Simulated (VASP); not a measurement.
Wanted: the native input for a VASP 6.6.1 run.

* Task: single point
* Functional: PBEsol
* Potentials or basis: VASP PAW PBE potentials, release 64 (Ti_sv, C)
* Cutoff: 520 eV
* k mesh: 12 × 12 × 4
* Occupations: gaussian, width 0.1 eV
* Spin: no spin polarisation
* Dipole correction: no
* Further INCAR settings: ALGO = Normal; EDIFF = 1e-06; NBANDS = 55

The structure of Ti3C2 lies in POSCAR:

```
Ti3C2
1.0
    3.1208876975      0.0000000000      0.0000000000
   -1.5604438488      2.7027680283      0.0000000000
    0.0000000000      0.0000000000     15.6612739663
Ti C
6 4
Direct
    0.3333333333      0.6666666667      0.8503584863
    0.6666666667      0.3333333333      0.3503584863
    0.6666666667      0.3333333333      0.1496415137
    0.3333333333      0.6666666667      0.6496415137
    0.0000000000      0.0000000000      0.0000000000
    0.0000000000      0.0000000000      0.5000000000
    0.6666666667      0.3333333333      0.9166168085
    0.3333333333      0.6666666667      0.4166168085
    0.6666666667      0.3333333333      0.5833831915
    0.3333333333      0.6666666667      0.0833831915
```

The input as run:

INCAR

```
SYSTEM = Ti3C2
  PREC = Accurate
  ENCUT = 520
  EDIFF = 1E-6
  ISMEAR = 0
  SIGMA = 0.1
  LREAL = .FALSE.
  LASPH = .TRUE.
  NELM = 100
  ALGO = Normal
  ISIF = 2
  LWAVE = .FALSE.
  LCHARG = .FALSE.
  GGA = PS
  NBANDS = 55
```

KPOINTS

```
regular mesh
0
G
  12 12 4
  0 0 0
```

Potentials or basis: VASP PAW PBE potentials, release 64 (Ti_sv, C).

Command:

```sh
$ cat potpaw_PBE.64/Ti_sv/POTCAR potpaw_PBE.64/C/POTCAR > POTCAR
$ mpirun -np 1 vasp_std > vasp.out
```

Results of the run:

The pressure is -10.7 GPa. The largest force is 0.021 eV/Å. The band gap on the k mesh is zero (bands 44 and 45 overlap by 0.52 eV).

Caveat: the cell stands under tension; the PAW data sets were made with another functional, which shifts forces and pressure a little.

Wall time 11 min on 1 thread of Intel(R) Xeon(R) 6975P-C (Granite Rapids), on a shared host, peak memory 0.42 GiB.
